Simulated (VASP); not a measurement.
# AgCl (I4/mmm) in VASP: notebook

AgCl is run at these levels: PBE; tasks: single point.

All numbers are computed with VASP 6.6.1; they aren't measurements. Logs are shortened: lines on timing, memory, paths and dates and some standing lists are left out, and cuts for length are marked.

**1. The cell of the first run**

Symmetry: I4/mmm, No. 139, tetragonal system. The conventional cell has a = 3.804 Å, b = 3.804 Å, c = 5.546 Å, α = 90.00°, β = 90.00°, γ = 90.00°. Within 3.5 Å of Ag (site symmetry 4/mmm) lie 6 Cl at 2.69 to 2.77 Å. Within 3.5 Å of Cl (site symmetry 4/mmm) lie 6 Ag at 2.69 to 2.77 Å.

**2. Single point, PBE (equal xx and yy strain of -3 %)**

INCAR

```
SYSTEM = AgCl
ALGO = Normal
EDIFF = 1E-6
ENCUT = 520
GGA = PE
ISIF = 2
ISMEAR = -1
LASPH = .TRUE.
LCHARG = .FALSE.
LREAL = .FALSE.
LWAVE = .FALSE.
NBANDS = 16
NELM = 60
PREC = Accurate
SIGMA = 0.02
```

KPOINTS

```
k-points
0
G
  8 8 8
  0 0 0
```

POSCAR

```
AgCl
1.0
    0.0000000000      2.6899555000      2.7731500000
    2.6899555000      0.0000000000      2.7731500000
    2.6899555000      2.6899555000      0.0000000000
Ag Cl
1 1
Direct
    0.5000000000      0.5000000000      0.5000000000
    0.0000000000      0.0000000000      0.0000000000
```

Potentials or basis: VASP PAW PBE potentials, release 64 (Ag, Cl).

Run with:

```console
$ cat potpaw_PBE.64/Ag/POTCAR potpaw_PBE.64/Cl/POTCAR > POTCAR
$ mpirun -np 1 vasp_std > vasp.out
```

OUTCAR:

```text
SYSTEM = AgCl
   EDIFF = 1E-6
   ENCUT = 520
   GGA = PE
   ISIF = 2
   ISMEAR = -1
   LASPH = .TRUE.
   LREAL = .FALSE.
   NELM = 60
   PREC = Accurate

 ion  position               nearest neighbor table
   1  0.500  0.500  0.500-   2 2.69   2 2.69   2 2.69   2 2.69   2 2.77   2 2.77
   2  0.000  0.000  0.000-   1 2.69   1 2.69   1 2.69   1 2.69   1 2.77   1 2.77

  LATTYP: Found a body centered tetragonal cell.
 ALAT       =     3.8041715503
 C/A-ratio  =     1.4579521262

  Lattice vectors:

 A1 = (  -2.6899555000,   0.0000000000,   2.7731500000)
 A2 = (   2.6899555000,   0.0000000000,   2.7731500000)
 A3 = (   0.0000000000,   2.6899555000,  -2.7731500000)

Analysis of symmetry for initial positions (statically):
=====================================================================
 Subroutine PRICEL returns:
 Original cell was already a primitive cell.

 Routine SETGRP: Setting up the symmetry group for a
 body centered tetragonal supercell.

 Subroutine GETGRP returns: Found 16 space group operations
 (whereof 16 operations were pure point group operations)
 out of a pool of 16 trial point group operations.

The static configuration has the point symmetry D_4h.

Analysis of symmetry for dynamics (positions and initial velocities):
=====================================================================
 Subroutine PRICEL returns:
 Original cell was already a primitive cell.

 Routine SETGRP: Setting up the symmetry group for a
 body centered tetragonal supercell.

 Subroutine GETGRP returns: Found 16 space group operations
 (whereof 16 operations were pure point group operations)
 out of a pool of 16 trial point group operations.

The dynamic configuration has the point symmetry D_4h.

 Subroutine INISYM returns: Found 16 space group operations
 (whereof 16 operations are pure point group operations),
 and found     1 'primitive' translations

----------------------------------------------------------------------------------------

                                     Primitive cell

  volume of cell :      40.1323

  direct lattice vectors                    reciprocal lattice vectors
     0.000000000  2.689955500  2.773150000    -0.185876681  0.185876681  0.180300380
     2.689955500  0.000000000  2.773150000     0.185876681 -0.185876681  0.180300380
     2.689955500  2.689955500  0.000000000     0.185876681  0.185876681 -0.180300380

  length of vectors
     3.863446844  3.863446844  3.804171550     0.318760895  0.318760895  0.318760895

  position of ions in fractional coordinates (direct lattice)
     0.500000000  0.500000000  0.500000000
     0.000000000  0.000000000  0.000000000

  ion indices of the primitive-cell ions
   primitive index   ion index
                 1           1
                 2           2

----------------------------------------------------------------------------------------

 KPOINTS: k-points

Automatic generation of k-mesh.
 Grid dimensions read from file:
 generate k-points for:    8    8    8

 Generating k-lattice:

  Cartesian coordinates                     Fractional coordinates (reciprocal lattice)
    -0.023234585  0.023234585  0.022537548     0.125000000  0.000000000  0.000000000
     0.023234585 -0.023234585  0.022537548     0.000000000  0.125000000  0.000000000
     0.023234585  0.023234585 -0.022537548     0.000000000  0.000000000  0.125000000

  Length of vectors
     0.039845112  0.039845112  0.039845112

  Shift w.r.t. Gamma in fractional coordinates (k-lattice)
     0.000000000  0.000000000  0.000000000

 Subroutine IBZKPT returns following result:
 ===========================================

 Found     59 irreducible k-points:

 Following reciprocal coordinates:
            Coordinates               Weight
  0.000000  0.000000  0.000000      1.000000
  0.125000  0.000000  0.000000      8.000000
  0.250000  0.000000  0.000000      8.000000
  0.375000  0.000000  0.000000      8.000000
  0.500000  0.000000  0.000000      4.000000
  0.125000  0.125000  0.000000      2.000000
[... 16 lines left out ...]
  0.250000  0.000000  0.125000     16.000000
  0.375000  0.000000  0.125000     16.000000
 [... further k-points ...]
   k-points           NKPTS =     59   k-points in BZ     NKDIM =     59   number of bands    NBANDS=     16
   number of dos      NEDOS =    301   number of ions     NIONS =      2
   total plane-waves  NPLWV =  25200
   dimension x,y,z NGX =    30 NGY =   30 NGZ =   28
   dimension x,y,z NGXF=    60 NGYF=   60 NGZF=   56
   ions per type =               1   1
   NGX,Y,Z   is equivalent  to a cutoff of  12.91, 12.91, 12.24 a.u.
   NGXF,Y,Z  is equivalent  to a cutoff of  25.82, 25.82, 24.47 a.u.
 SYSTEM =  AgCl
   PREC   = accura    normal or accurate (medium, high low for compatibility)
   ISTART =      0    job   : 0-new  1-cont  2-samecut
   ICHARG =      2    charge: 1-file 2-atom 10-const
   ISPIN  =      1    spin polarized calculation?
   LNONCOLLINEAR =      F non collinear calculations
   LSORBIT =      F    spin-orbit coupling
   LASPH  =      T    aspherical Exc in radial PAW
   ENCUT  =  520.0 eV  38.22 Ry    6.18 a.u.   7.18  7.18  7.07*2*pi/ulx,y,z
   NELM   =     60;   NELMIN=  2; NELMDL= -5     # of ELM steps
   EDIFF  = 0.1E-05   stopping-criterion for ELM
   LREAL  =      F    real-space projection
   EDIFFG = 0.1E-04   stopping-criterion for IOM
   NSW    =      0    number of steps for IOM
   IBRION =     -1    ionic relax: 0-MD 1-quasi-New 2-CG
   NFREE  =      0    steps in history (QN), initial steepest desc. (CG)
   ISIF   =      2    stress and relaxation
   ISYM   =      2    0-nonsym 1-usesym 2-fastsym
   POTIM  = 0.5000    time-step for ionic-motion
   TEBEG  =    0.0;   TEEND  =   0.0 temperature during run
   PSTRESS=    0.0 pullay stress
   NELECT =      18.0000    total number of electrons
   NUPDOWN=      -1.0000    fix difference up-down
   EMIN   =  10.00;   EMAX   =-10.00  energy-range for DOS
   EFERMI =   0.00;   METHOD = LEGACY
   ISMEAR =    -1;   SIGMA  =   0.02  broadening in eV -4-tet -1-fermi 0-gaus
   EFERMI_NEDOS =   21; number of points for ismear=-14 and -15
   IALGO  =     38    algorithm
   IMIX   =      4    mixing-type and parameters
     AMIX     =   0.40;   BMIX     =  1.00
     AMIX_MAG =   1.60;   BMIX_MAG =  1.00
  volume/ion in A,a.u.               =      20.07       135.41
  Fermi-wavevector in a.u.,A,eV,Ry     =   1.253144  2.368100 21.366196  1.570371
  Thomas-Fermi vector in A             =   2.387011
   LORBIT       =      0    0 simple, 1 ext, 2 COOP (PROOUT), +10 PAW based schemes
   GGA     = PE    functional components
   LHFCALC =     F    Hartree Fock is set to
   AEXX    =    0.0000 exact exchange contribution
   IVDW    =     0    specifies the selected vdW correction
   LEPSILON=     F    determine dielectric tensor
   LRPA    =     F    only Hartree local field effects (RPA)
 non-spin polarized calculation
  energy-cutoff  :      520.00
  volume of cell :       40.13
 maximum number of plane-waves:      1095
 NGX is ok and might be reduce to    30
   NGX = 15   NGY = 15   NGZ = 15

 number of electron      18.0000003 magnetization

 Free energy of the ion-electron system (eV)
  ---------------------------------------------------
  ext. energy  EPLUGINS =         0.00000000
  ---------------------------------------------------
  free energy    TOTEN  =        -5.34025260 eV

  energy without entropy =       -5.34025260  energy(sigma->0) =       -5.34025260

 E-fermi :   5.1265     XC(G=0): -10.2869

 val. band max:        4.7242423500   @ k =   0.5000   0.0000   0.0000
 cond. band min:       5.5271569843   @ k =   0.0000   0.0000   0.0000
 fundamental gap:      0.8029146343
 Fermi energy:         5.1265001542

 k-point     1 :       0.0000    0.0000    0.0000
  band No.  band energies     occupation
      1     -10.9622      2.00000
      2       1.8544      2.00000
      3       1.9402      2.00000
      4       1.9402      2.00000
      5       1.9511      2.00000
      6       1.9591      2.00000
[... 8 lines left out ...]
     15      17.8070      0.00000
     16      18.2540      0.00000

 k-point     2 :       0.1250    0.0000    0.0000
  band No.  band energies     occupation
      1     -10.8913      2.00000
      2       1.1104      2.00000
      3       1.1612      2.00000
      4       1.2436      2.00000
      5       1.9550      2.00000
      6       1.9955      2.00000
[... 8 lines left out ...]
     15      16.9198      0.00000
     16      17.5443      0.00000

 k-point     3 :       0.2500    0.0000    0.0000
  band No.  band energies     occupation
      1     -10.7120      2.00000
      2       0.0031      2.00000
      3       0.5259      2.00000
      4       0.6191      2.00000
      5       2.1122      2.00000
      6       2.1310      2.00000
[... 8 lines left out ...]
     15      16.9215      0.00000
     16      17.4871      0.00000

 k-point     4 :       0.3750    0.0000    0.0000
  band No.  band energies     occupation
      1     -10.5193      2.00000
      2      -0.8459      2.00000
      3       0.1238      2.00000
      4       0.2263      2.00000
      5       2.2719      2.00000
      6       2.2778      2.00000
[... 8 lines left out ...]
     15      17.6921      0.00000
     16      17.9306      0.00000

 k-point     5 :       0.5000    0.0000    0.0000
  band No.  band energies     occupation
      1     -10.4349      2.00000
      2      -1.1600      2.00000
      3      -0.0136      2.00000
      4       0.0918      2.00000
      5       2.3320      2.00000
      6       2.3490      2.00000
[... 8 lines left out ...]
     15      18.4063      0.00000
     16      18.4180      0.00000

 k-point     6 :       0.1250    0.1250    0.0000
  band No.  band energies     occupation
      1     -10.8784      2.00000
      2       0.7175      2.00000
      3       1.5486      2.00000
      4       1.5486      2.00000
      5       1.8018      2.00000
      6       1.9786      2.00000
[... 8 lines left out ...]
     15      18.5294      0.00000
     16      18.9759      0.00000

 k-point     7 :       0.2500    0.1250    0.0000
  band No.  band energies     occupation
      1     -10.7472      2.00000
      2       0.1139      2.00000
      3       0.9035      2.00000
      4       0.9815      2.00000
      5       1.9116      2.00000
      6       2.1458      2.00000
[... 8 lines left out ...]
     15      18.2529      0.00000
     16      18.8304      0.00000

 k-point     8 :       0.3750    0.1250    0.0000
  band No.  band energies     occupation
      1     -10.5646      2.00000
      2      -0.5063      2.00000
      3       0.2829      2.00000
      4       0.4212      2.00000
      5       2.0978      2.00000
      6       2.2966      2.00000
[... 8 lines left out ...]
     15      18.4186      0.00000
     16      18.6837      0.00000

 k-point     9 :       0.5000    0.1250    0.0000
  band No.  band energies     occupation
      1     -10.4380      2.00000
      2      -0.9559      2.00000
      3       0.0874      2.00000
      4       0.0893      2.00000
      5       2.2761      2.00000
      6       2.3500      2.00000
[... 8 lines left out ...]
     15      18.3959      0.00000
     16      19.3277      0.00000
[... 172 lines left out ...]
 k-point    19 :       0.5000    0.3750    0.0000
  band No.  band energies     occupation
      1     -10.4498      2.00000
      2      -0.1845      2.00000
      3       0.6794      2.00000
      4       0.8682      2.00000
      5       1.7992      2.00000
      6       2.4272      2.00000
[... 8 lines left out ...]
     15      19.5187      0.00000
     16      20.1107      0.00000

 k-point    20 :      -0.3750    0.3750    0.0000
  band No.  band energies     occupation
      1     -10.4042      2.00000
      2      -0.0970      2.00000
      3       0.0065      2.00000
      4       0.4014      2.00000
      5       2.0633      2.00000
      6       2.4139      2.00000
[... 8 lines left out ...]
     15      18.3343      0.00000
     16      20.6598      0.00000

 k-point    21 :       0.5000    0.5000    0.0000
  band No.  band energies     occupation
      1     -10.4515      2.00000
      2      -0.1498      2.00000
      3       1.2577      2.00000
      4       1.2577      2.00000
      5       1.5027      2.00000
      6       2.1419      2.00000
[... 8 lines left out ...]
     15      19.7985      0.00000
     16      19.7985      0.00000

 k-point    22 :       0.1250    0.0000    0.1250
  band No.  band energies     occupation
      1     -10.8665      2.00000
      2       0.5515      2.00000
      3       1.4271      2.00000
      4       1.5296      2.00000
      5       1.8811      2.00000
      6       1.9910      2.00000
[... 8 lines left out ...]
     15      18.5229      0.00000
     16      18.7111      0.00000

 k-point    23 :       0.2500    0.0000    0.1250
  band No.  band energies     occupation
      1     -10.7278      2.00000
      2      -0.0803      2.00000
      3       0.8620      2.00000
      4       1.0010      2.00000
      5       1.9460      2.00000
      6       2.1384      2.00000
[... 8 lines left out ...]
     15      18.1050      0.00000
     16      18.9246      0.00000

 k-point    24 :       0.3750    0.0000    0.1250
  band No.  band energies     occupation
      1     -10.5470      2.00000
      2      -0.6404      2.00000
      3       0.2497      2.00000
      4       0.4766      2.00000
      5       2.1071      2.00000
      6       2.3039      2.00000
[... 8 lines left out ...]
     15      18.4490      0.00000
     16      18.8670      0.00000

 [... further k-points ...]

------------------------ aborting loop because EDIFF is reached ----------------------------------------

  FORCE on cell =-STRESS in cart. coord.  units (eV):
  Direction    XX          YY          ZZ          XY          YZ          ZX
  --------------------------------------------------------------------------------------
  -------------------------------------------------------------------------------------
  Total        1.3988919      1.3988919      1.0512065      0.0000000      0.0000000      0.0000000
  in kB       55.8471731     55.8471731     41.9667255      0.0000000      0.0000000      0.0000000
  external PRESSURE =      51.2203573 kB  Pullay stress =       0.0000000 kB

 VOLUME and BASIS-vectors are now :
 -----------------------------------------------------------------------------
  energy-cutoff  :      520.00
  volume of cell :       40.13
      direct lattice vectors                 reciprocal lattice vectors
     0.000000000  2.689955500  2.773150000    -0.185876681  0.185876681  0.180300380
     2.689955500  0.000000000  2.773150000     0.185876681 -0.185876681  0.180300380
     2.689955500  2.689955500  0.000000000     0.185876681  0.185876681 -0.180300380

 POSITION                                       TOTAL-FORCE (eV/Angst)
 -----------------------------------------------------------------------------------
      2.68996      2.68996      2.77315        -0.000000      0.000000     -0.000000
      0.00000      0.00000      0.00000         0.000000     -0.000000      0.000000
 -----------------------------------------------------------------------------------
    total drift:                                0.000000      0.000000      0.000000

  FREE ENERGIE OF THE ION-ELECTRON SYSTEM (eV)
  ---------------------------------------------------
  free  energy   TOTEN  =        -5.3402525952 eV

  energy  without entropy=       -5.3402525952  energy(sigma->0) =       -5.34025260
```

Run time: 65 s. Hardware: 1 thread of Intel Xeon 8259CL, shared host; peak memory 0.19 GiB.

Results:

```
Free energy            : -5.3403 eV
Pressure               : 5.1 GPa
Band gap on the k mesh : 0.80 eV (least direct gap 3.39 eV)
```

Stress tensor (GPa, compression positive):
```
5.58 0.00 0.00
0.00 5.58 0.00
0.00 0.00 4.20
```

Caveat: the cell differs from its parent crystal (equal xx and yy strain of -3 %); the cell stands under pressure.

[end of part 1 of 2]
